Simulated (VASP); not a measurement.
# CrO2 (P4_2/mnm) in VASP: single point with PBEsol+U

Aim: the single point of CrO2 with PBEsol+U.

All numbers are computed with VASP 6.6.1; they aren't measurements. Logs are shortened: lines on timing, memory, paths and dates and some standing lists are left out, and cuts for length are marked.

### Step 1. The cell of the first run

Symmetry: P4_2/mnm, No. 136, tetragonal system. The conventional cell has a = 4.421 Å, b = 4.421 Å, c = 2.917 Å, α = 90.00°, β = 90.00°, γ = 90.00°. Within 2.5 Å of Cr (site symmetry mmm) lie 6 O at 1.88 to 1.92 Å. O (site symmetry m2m) has 3 Cr at 1.88 to 1.92 Å and 1 O at 2.49 Å within 2.5 Å.

### Step 2. Single point, PBEsol+U, collinear spin, antiferromagnetic start

Input file INCAR:

```
SYSTEM = CrO2
  ALGO = Normal
  EDIFF = 1E-7
  ENCUT = 520
  GGA = PS
  ISIF = 2
  ISMEAR = 0
  ISPIN = 2
  LASPH = .TRUE.
  LCHARG = .FALSE.
  LDAU = .TRUE.
  LDAUJ = 0.7 0
  LDAUL = 2 -1
  LDAUPRINT = 1
  LDAUTYPE = 1
  LDAUU = 5 0
  LMAXMIX = 4
  LORBIT = 11
  LREAL = .FALSE.
  LWAVE = .FALSE.
  MAGMOM = 1.84 -1.84 -0.02 0.02 -0.02 0.02
  NBANDS = 37
  NELM = 150
  PREC = Accurate
  SIGMA = 0.05
```

Input file KPOINTS:

```
k-points
0
G
  4 4 6
  0 0 0
```

Input file POSCAR:

```
CrO2
1.0
    4.4210008300      0.0000000000      0.0000000000
    0.0000000000      4.4210008300      0.0000000000
    0.0000000000      0.0000000000      2.9170005500
Cr O
2 4
Direct
    0.0000000000      0.0000000000      0.0000000000
    0.5000000000      0.5000000000      0.5000000000
    0.3010000000      0.3010000000      0.0000000000
    0.1990000000      0.8010000000      0.5000000000
    0.6990000000      0.6990000000      0.0000000000
    0.8010000000      0.1990000000      0.5000000000
```

Potentials or basis: VASP PAW PBE potentials, release 64 (Cr_pv, O).

On the command line:

```
$ cat potpaw_PBE.64/Cr_pv/POTCAR potpaw_PBE.64/O/POTCAR > POTCAR
$ mpirun -np 1 vasp_std > vasp.out
```

OUTCAR:

```text
SYSTEM = CrO2
   EDIFF = 1E-7
   ENCUT = 520
   GGA = PS
   ISIF = 2
   ISMEAR = 0
   ISPIN = 2
   LASPH = .TRUE.
   LORBIT = 11
   LREAL = .FALSE.
   NELM = 150
   PREC = Accurate

 ion  position               nearest neighbor table
   1  0.000  0.000  0.000-   3 1.88   5 1.88   4 1.92   6 1.92   4 1.92   6 1.92
   2  0.500  0.500  0.500-   4 1.88   6 1.88   5 1.92   3 1.92   3 1.92   5 1.92
   3  0.301  0.301  0.000-   1 1.88   2 1.92   2 1.92
   4  0.199  0.801  0.500-   2 1.88   1 1.92   1 1.92
   5  0.699  0.699  0.000-   1 1.88   2 1.92   2 1.92
   6  0.801  0.199  0.500-   2 1.88   1 1.92   1 1.92

  LATTYP: Found a simple tetragonal cell.
 ALAT       =     4.4210008300
 C/A-ratio  =     0.6598054744

  Lattice vectors:

 A1 = (   4.4210008300,   0.0000000000,   0.0000000000)
 A2 = (   0.0000000000,   4.4210008300,   0.0000000000)
 A3 = (   0.0000000000,   0.0000000000,   2.9170005500)

Analysis of symmetry for initial positions (statically):
=====================================================================
 Subroutine PRICEL returns:
 Original cell was already a primitive cell.

 Routine SETGRP: Setting up the symmetry group for a
 simple tetragonal supercell.

 Subroutine GETGRP returns: Found 16 space group operations
 (whereof  8 operations were pure point group operations)
 out of a pool of 16 trial point group operations.

The static configuration has the point symmetry D_2h.
 The point group associated with its full space group is D_4h.

Analysis of symmetry for dynamics (positions and initial velocities):
=====================================================================
 Subroutine PRICEL returns:
 Original cell was already a primitive cell.

 Routine SETGRP: Setting up the symmetry group for a
 simple tetragonal supercell.

 Subroutine GETGRP returns: Found 16 space group operations
 (whereof  8 operations were pure point group operations)
 out of a pool of 16 trial point group operations.

The dynamic configuration has the point symmetry D_2h.
 The point group associated with its full space group is D_4h.

Analysis of structural, dynamic, and magnetic symmetry:
=====================================================================
 Subroutine PRICEL returns:
 Original cell was already a primitive cell.

 Routine SETGRP: Setting up the symmetry group for a
 simple tetragonal supercell.

 Subroutine GETGRP returns: Found 16 space group operations
 (whereof  8 operations were pure point group operations)
 out of a pool of 16 trial point group operations.

The overall configuration has the point symmetry D_2h.
 The point group associated with its full space group is D_4h.

 Subroutine INISYM returns: Found 16 space group operations
 (whereof  8 operations are pure point group operations),
 and found     1 'primitive' translations

----------------------------------------------------------------------------------------

                                     Primitive cell

  volume of cell :      57.0135

  direct lattice vectors                    reciprocal lattice vectors
     4.421000830  0.000000000  0.000000000     0.226193127  0.000000000  0.000000000
     0.000000000  4.421000830  0.000000000     0.000000000  0.226193127  0.000000000
     0.000000000  0.000000000  2.917000550     0.000000000  0.000000000  0.342817899

  length of vectors
     4.421000830  4.421000830  2.917000550     0.226193127  0.226193127  0.342817899

  position of ions in fractional coordinates (direct lattice)
     0.000000000  0.000000000  0.000000000
     0.500000000  0.500000000  0.500000000
     0.301000000  0.301000000  0.000000000
     0.199000000  0.801000000  0.500000000
     0.699000000  0.699000000  0.000000000
     0.801000000  0.199000000  0.500000000

  ion indices of the primitive-cell ions
   primitive index   ion index
                 1           1
                 2           2
                 3           3
                 4           4
                 5           5
                 6           6

[... 108 lines left out ...]
  volume of cell :       57.01
 maximum number of plane-waves:      1567
 NGX is ok and might be reduce to    36
   NGX = 17   NGY = 17   NGZ = 11

 number of electron      48.0000025 magnetization      -0.0000000

atom =   1  type =  1  l = 2

 onsite density matrix

spin component  1

  0.6343  0.0000  0.2764  0.0000 -0.0000
  0.0000  0.6624  0.0000  0.2953  0.0000
  0.2764  0.0000  0.7292  0.0000 -0.0000
  0.0000  0.2953  0.0000  0.6624  0.0000
 -0.0000  0.0000 -0.0000  0.0000  0.2707

spin component  2

  0.2770  0.0000 -0.1336  0.0000  0.0000
  0.0000  0.2107  0.0000 -0.1274  0.0000
 -0.1336  0.0000  0.1434  0.0000 -0.0000
  0.0000 -0.1274  0.0000  0.2107  0.0000
  0.0000  0.0000 -0.0000  0.0000  0.1757

 occupancies and eigenvectors

  o =  0.0608  v =  0.0000  0.0000  0.0000  0.0000  0.0000 -0.5257  0.0000 -0.8507  0.0000 -0.0000      0.0000  0.0000  0.0000  0.0000  0.0000  0.0000  0.0000  0.0000  0.0000  0.0000
  o =  0.0832  v =  0.0000  0.0000  0.0000  0.0000  0.0000  0.0000  0.7071  0.0000  0.7071 -0.0000      0.0000  0.0000  0.0000  0.0000  0.0000  0.0000  0.0000  0.0000  0.0000  0.0000
  o =  0.1757  v =  0.0000  0.0000  0.0000  0.0000  0.0000 -0.0000  0.0000 -0.0000  0.0000  1.0000      0.0000  0.0000  0.0000  0.0000  0.0000  0.0000  0.0000  0.0000  0.0000  0.0000
  o =  0.2707  v =  0.0000 -0.0000 -0.0000  0.0000 -1.0000  0.0000  0.0000  0.0000  0.0000  0.0000      0.0000  0.0000  0.0000  0.0000  0.0000  0.0000  0.0000  0.0000  0.0000  0.0000
  o =  0.3381  v =  0.0000  0.0000  0.0000  0.0000  0.0000 -0.0000 -0.7071  0.0000  0.7071  0.0000      0.0000  0.0000  0.0000  0.0000  0.0000  0.0000  0.0000  0.0000  0.0000  0.0000
  o =  0.3596  v =  0.0000  0.0000  0.0000  0.0000  0.0000 -0.8507  0.0000  0.5257 -0.0000 -0.0000      0.0000  0.0000  0.0000  0.0000  0.0000  0.0000  0.0000  0.0000  0.0000  0.0000
  o =  0.3671  v =  0.0000  0.7071  0.0000 -0.7071 -0.0000  0.0000  0.0000  0.0000  0.0000  0.0000      0.0000  0.0000  0.0000  0.0000  0.0000  0.0000  0.0000  0.0000  0.0000  0.0000
  o =  0.4014  v = -0.7646 -0.0000  0.6445  0.0000 -0.0000  0.0000  0.0000  0.0000  0.0000  0.0000      0.0000  0.0000  0.0000  0.0000  0.0000  0.0000  0.0000  0.0000  0.0000  0.0000
  o =  0.9576  v =  0.0000  0.7071  0.0000  0.7071 -0.0000  0.0000  0.0000  0.0000  0.0000  0.0000      0.0000  0.0000  0.0000  0.0000  0.0000  0.0000  0.0000  0.0000  0.0000  0.0000
  o =  0.9622  v = -0.6445  0.0000 -0.7646  0.0000  0.0000  0.0000  0.0000  0.0000  0.0000  0.0000      0.0000  0.0000  0.0000  0.0000  0.0000  0.0000  0.0000  0.0000  0.0000  0.0000

atom =   2  type =  1  l = 2

 onsite density matrix

spin component  1

  0.2770  0.0000  0.1336  0.0000  0.0000
  0.0000  0.2107  0.0000  0.1274  0.0000
  0.1336  0.0000  0.1434  0.0000  0.0000
  0.0000  0.1274  0.0000  0.2107  0.0000
  0.0000  0.0000  0.0000  0.0000  0.1757

spin component  2

  0.6343  0.0000 -0.2764  0.0000 -0.0000
  0.0000  0.6624  0.0000 -0.2953  0.0000
 -0.2764  0.0000  0.7292  0.0000 -0.0000
  0.0000 -0.2953  0.0000  0.6624  0.0000
 -0.0000  0.0000 -0.0000  0.0000  0.2707

 occupancies and eigenvectors

  o =  0.0608  v = -0.5257  0.0000  0.8507  0.0000 -0.0000  0.0000  0.0000  0.0000  0.0000  0.0000      0.0000  0.0000  0.0000  0.0000  0.0000  0.0000  0.0000  0.0000  0.0000  0.0000
  o =  0.0832  v =  0.0000  0.7071  0.0000 -0.7071  0.0000  0.0000  0.0000  0.0000  0.0000  0.0000      0.0000  0.0000  0.0000  0.0000  0.0000  0.0000  0.0000  0.0000  0.0000  0.0000
  o =  0.1757  v = -0.0000 -0.0000  0.0000  0.0000  1.0000  0.0000  0.0000  0.0000  0.0000  0.0000      0.0000  0.0000  0.0000  0.0000  0.0000  0.0000  0.0000  0.0000  0.0000  0.0000
  o =  0.2707  v =  0.0000  0.0000  0.0000  0.0000  0.0000  0.0000  0.0000  0.0000  0.0000  1.0000      0.0000  0.0000  0.0000  0.0000  0.0000  0.0000  0.0000  0.0000  0.0000  0.0000
  o =  0.3381  v =  0.0000 -0.7071  0.0000 -0.7071 -0.0000  0.0000  0.0000  0.0000  0.0000  0.0000      0.0000  0.0000  0.0000  0.0000  0.0000  0.0000  0.0000  0.0000  0.0000  0.0000
  o =  0.3596  v = -0.8507  0.0000 -0.5257  0.0000 -0.0000  0.0000  0.0000  0.0000  0.0000  0.0000      0.0000  0.0000  0.0000  0.0000  0.0000  0.0000  0.0000  0.0000  0.0000  0.0000
  o =  0.3671  v =  0.0000  0.0000  0.0000  0.0000  0.0000  0.0000 -0.7071  0.0000 -0.7071  0.0000      0.0000  0.0000  0.0000  0.0000  0.0000  0.0000  0.0000  0.0000  0.0000  0.0000
  o =  0.4014  v =  0.0000  0.0000  0.0000  0.0000  0.0000 -0.7646  0.0000 -0.6445  0.0000  0.0000      0.0000  0.0000  0.0000  0.0000  0.0000  0.0000  0.0000  0.0000  0.0000  0.0000
  o =  0.9576  v =  0.0000  0.0000  0.0000  0.0000  0.0000  0.0000  0.7071  0.0000 -0.7071 -0.0000      0.0000  0.0000  0.0000  0.0000  0.0000  0.0000  0.0000  0.0000  0.0000  0.0000
  o =  0.9622  v =  0.0000  0.0000  0.0000  0.0000  0.0000 -0.6445 -0.0000  0.7646  0.0000 -0.0000      0.0000  0.0000  0.0000  0.0000  0.0000  0.0000  0.0000  0.0000  0.0000  0.0000

 number of electron      48.0000025 magnetization       0.0000000

 Free energy of the ion-electron system (eV)
  ---------------------------------------------------
  ext. energy  EPLUGINS =         0.00000000
  ---------------------------------------------------
  free energy    TOTEN  =       -45.96386813 eV

  energy without entropy =      -45.96386813  energy(sigma->0) =      -45.96386813

 E-fermi :   5.3197     XC(G=0): -12.2050

 val. band max:        5.1241539441   @ k =   0.0000   0.0000   0.5000
 cond. band min:       5.5194002460   @ k =   0.5000   0.0000   0.5000
 fundamental gap:      0.3952463018
 Fermi energy:         5.3196742906

 spin component 1

 k-point     1 :       0.0000    0.0000    0.0000
  band No.  band energies     occupation
      1     -39.6036      1.00000
      2     -39.6025      1.00000
      3     -39.3346      1.00000
      4     -37.8017      1.00000
      5     -37.6804      1.00000
      6     -36.9092      1.00000
[... 925 lines left out ...]
     35      16.7764      0.00000
     36      16.8534      0.00000
 Fermi energy:         5.3196742906

 spin component 2

 k-point     1 :       0.0000    0.0000    0.0000
  band No.  band energies     occupation
      1     -39.6036      1.00000
      2     -39.6025      1.00000
      3     -39.3346      1.00000
      4     -37.8017      1.00000
      5     -37.6804      1.00000
      6     -36.9092      1.00000
[... 925 lines left out ...]
     35      16.7764      0.00000
     36      16.8534      0.00000
 [bands above 36 left out]

------------------------ aborting loop because EDIFF is reached ----------------------------------------

  FORCE on cell =-STRESS in cart. coord.  units (eV):
  Direction    XX          YY          ZZ          XY          YZ          ZX
  --------------------------------------------------------------------------------------
  -------------------------------------------------------------------------------------
  Total        0.0140803      0.0140803      2.5682750     -0.0000000      0.0000000      0.0000000
  in kB        0.3956798      0.3956798     72.1729413     -0.0000000      0.0000000      0.0000000
  external PRESSURE =      24.3214336 kB  Pullay stress =       0.0000000 kB

 VOLUME and BASIS-vectors are now :
 -----------------------------------------------------------------------------
  energy-cutoff  :      520.00
  volume of cell :       57.01
      direct lattice vectors                 reciprocal lattice vectors
     4.421000830  0.000000000  0.000000000     0.226193127  0.000000000  0.000000000
     0.000000000  4.421000830  0.000000000     0.000000000  0.226193127  0.000000000
     0.000000000  0.000000000  2.917000550     0.000000000  0.000000000  0.342817899

 POSITION                                       TOTAL-FORCE (eV/Angst)
 -----------------------------------------------------------------------------------
      0.00000      0.00000      0.00000         0.000000     -0.000000      0.000000
      2.21050      2.21050      1.45850         0.000000     -0.000000      0.000000
      1.33072      1.33072      0.00000        -0.229162     -0.229162      0.000000
      0.87978      3.54122      1.45850         0.229162     -0.229162      0.000000
      3.09028      3.09028      0.00000         0.229162      0.229162     -0.000000
      3.54122      0.87978      1.45850        -0.229162      0.229162     -0.000000
 -----------------------------------------------------------------------------------
    total drift:                                0.000000      0.000000      0.000000

  FREE ENERGIE OF THE ION-ELECTRON SYSTEM (eV)
  ---------------------------------------------------
  free  energy   TOTEN  =       -45.9638681283 eV

  energy  without entropy=      -45.9638681282  energy(sigma->0) =      -45.96386813

 total charge

# of ion       s       p       d       tot
------------------------------------------
    1        0.376   6.490   3.939  10.805
    2        0.376   6.490   3.939  10.805
    3        1.564   3.473   0.000   5.037
    4        1.564   3.473   0.000   5.037
    5        1.564   3.473   0.000   5.037
    6        1.564   3.473   0.000   5.037
--------------------------------------------------
tot          7.008  26.872   7.878  41.758

 magnetization (x)

# of ion       s       p       d       tot
------------------------------------------
    1        0.011   0.017   1.939   1.967
    2       -0.011  -0.017  -1.939  -1.967
    3        0.000  -0.021   0.000  -0.021
    4       -0.000   0.021   0.000   0.021
    5        0.000  -0.021   0.000  -0.021
    6       -0.000   0.021   0.000   0.021
--------------------------------------------------
tot          0.000   0.000   0.000   0.000
```

It took 2.8 min on 1 thread of Intel Xeon 8259CL, shared host; peak memory 0.23 GiB.

Results:

```yaml
Free_energy: -45.9639 eV
Pressure: 2.4 GPa
Largest_force: 0.324 eV/Å
Band_gap_on_the_k_mesh: 0.40 eV (least direct gap 0.62 eV)
Net_moment: 0.00 μB per cell
Site_moments: Cr +1.97, -1.97; O -0.02, +0.02 (each value once) μB
Valence_electrons_inside_the_program's_atomic_spheres: Cr 10.80; O 5.04
```

Forces in eV/Å, atoms in the order of the input:
```
Cr   0.000  0.000  0.000
Cr   0.000  0.000  0.000
O   -0.229 -0.229  0.000
O    0.229 -0.229  0.000
O    0.229  0.229  0.000
O   -0.229  0.229  0.000
```

Levels at points of the mesh, in eV from the valence-band top:
Spin up:
| k point | band 22 | band 23 | band 24 | band 25 | band 26 | band 27 |
| --- | --- | --- | --- | --- | --- | --- |
| (0.00, 0.00, 0.00) | -0.67 | -0.63 | -0.12 | 0.51 | 1.90 | 2.88 |
| (0.50, 0.00, 0.00) | -1.01 | -0.97 | -0.96 | 1.31 | 2.62 | 3.15 |
| (0.50, 0.50, 0.00) | -1.91 | -1.62 | -1.59 | 1.82 | 1.94 | 2.88 |
| (0.00, 0.00, 0.50) | -2.15 | -1.79 | 0.00 | 1.01 | 2.28 | 3.01 |
| (0.50, 0.00, 0.50) | -1.37 | -1.29 | -1.16 | 0.40 | 2.24 | 2.69 |
| (0.50, 0.50, 0.50) | -1.71 | -0.87 | -0.54 | 0.73 | 1.92 | 3.63 |
Spin down:
| k point | band 20 | band 21 | band 22 | band 23 | band 24 | band 25 | band 26 | band 27 | band 28 | band 29 |
| --- | --- | --- | --- | --- | --- | --- | --- | --- | --- | --- |
| (0.00, 0.00, 0.00) | -2.61 | -1.06 | -0.67 | -0.63 | -0.12 | 0.51 | 1.90 | 2.88 | 2.97 | 3.10 |
| (0.50, 0.00, 0.00) | -2.16 | -2.15 | -1.01 | -0.97 | -0.96 | 1.31 | 2.62 | 3.15 | 4.03 | 4.04 |
| (0.50, 0.50, 0.00) | -2.49 | -1.96 | -1.91 | -1.62 | -1.59 | 1.82 | 1.94 | 2.88 | 2.98 | 3.91 |
| (0.00, 0.00, 0.50) | -2.98 | -2.36 | -2.15 | -1.79 | 0.00 | 1.01 | 2.28 | 3.01 | 3.62 | 3.68 |
| (0.50, 0.00, 0.50) | -2.89 | -2.01 | -1.37 | -1.29 | -1.16 | 0.40 | 2.24 | 2.69 | 2.69 | 4.22 |
| (0.50, 0.50, 0.50) | -1.97 | -1.84 | -1.71 | -0.87 | -0.54 | 0.73 | 1.92 | 3.63 | 3.69 | 4.03 |

Eigenvalues of the final occupation matrices:
| site | spin | trace | eigenvalues |
| --- | --- | --- | --- |
| site 1 d | 1 | 2.96 | 0.27 0.37 0.40 0.96 0.96 |
| site 1 d | 2 | 1.02 | 0.06 0.08 0.18 0.34 0.36 |
| site 2 d | 1 | 1.02 | 0.06 0.08 0.18 0.34 0.36 |
| site 2 d | 2 | 2.96 | 0.27 0.37 0.40 0.96 0.96 |

Caveat: the PAW data sets were made with another functional, which shifts forces and pressure a little. The state reached can hang on the start; a lower one may exist.
